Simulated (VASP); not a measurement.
SrO: single point with r2SCAN

SrO:

```
Sr O
1.0
     3.16372    0.00000    0.00000
     0.00000    3.16372    0.00000
     0.00000    0.00000    3.16372
Sr O
1 1
Direct
  0.00000 0.00000 0.00000
  0.50000 0.50000 0.50000
```

This cell differs from its parent crystal: volume changed by +6%.

```
Program                : VASP 6.6.1
Task                   : single point
Functional             : r2SCAN
Potentials or basis    : VASP PAW PBE potentials, release 64 (Sr_sv, O)
Cutoff                 : 520 eV
k mesh                 : 6 × 6 × 6
Occupations            : gaussian, width 0.01 eV
Spin                   : no spin polarisation
Dipole correction      : no
Further INCAR settings : ALGO = Normal; EDIFF = 1e-06; NBANDS = 15
```

```json
{"Pressure": "-4.6 GPa", "Band gap on the k mesh": "3.24 eV, indirect (least direct gap 3.33 eV)"}
```

Levels at points of the mesh, in eV from the valence-band top:
| k point | band 6 | band 7 | band 8 | band 9 | band 10 | band 11 |
| --- | --- | --- | --- | --- | --- | --- |
| (0.00, 0.00, 0.00) | -0.09 | -0.09 | -0.09 | 3.24 | 3.24 | 4.97 |
| (0.50, 0.00, 0.00) | -2.81 | -0.60 | -0.60 | 4.30 | 7.63 | 9.57 |
| (0.50, 0.50, 0.00) | -1.25 | -1.25 | 0.00 | 4.59 | 4.98 | 7.92 |
| (0.50, 0.50, 0.50) | -2.75 | -2.75 | -2.75 | 8.58 | 8.58 | 8.58 |

It took 13 s on 1 thread of Intel(R) Xeon(R) 6975P-C (Granite Rapids), with other jobs on the host, peak memory 0.14 GiB.

Caveat: the PAW data sets were made with another functional, which shifts forces and pressure a little. A k mesh can miss the band edges.
